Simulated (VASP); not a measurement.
Runs of VASP 6.6.1 on RhCl. The structure is that of space group Pm-3m (No. 221), or close to it. The cells are those of the table. 

```csv
task,spin,cell,k mesh,cutoff (eV),gap on the mesh (eV),pressure (GPa),moment (μB),relaxed volume (Å³/atom)
single point,off,"a = 3.142 Å, 2 atoms",18 × 18 × 18,520,none,0.0,-,-
relaxation of cell and atoms,off,"relaxed from a = 3.138 Å, 2 atoms",18 × 18 × 18,600,none,0.0,-,15.50
relaxation of cell and atoms,"collinear, ferromagnetic start","relaxed from a = 3.413 Å, 2 atoms",6 × 6 × 6,600,none,0.0,0.00,15.46
single point,"collinear, ferromagnetic start","a = 3.138 Å, 2 atoms",6 × 6 × 6,520,none,0.0,0.00,-
single point,"collinear, ferromagnetic start","a = 3.413 Å, 2 atoms",6 × 6 × 6,520,none,(a),2.01,-
```

Alike in all rows: level PBE; potentials or basis VASP PAW PBE potentials, release 64 (Rh_pv, Cl); smearing gaussian 0.1 eV.

Q: Estimate the missing entries.

A: (a) -9.4.

Caveats: the volume moved by over 15 % at a fixed basis, so the end points are rough (some runs).

A k mesh can miss the band edges, and the runs leave out spin-orbit coupling on Rh.

A gap of «none» marks levels without a gap at the run's occupations.
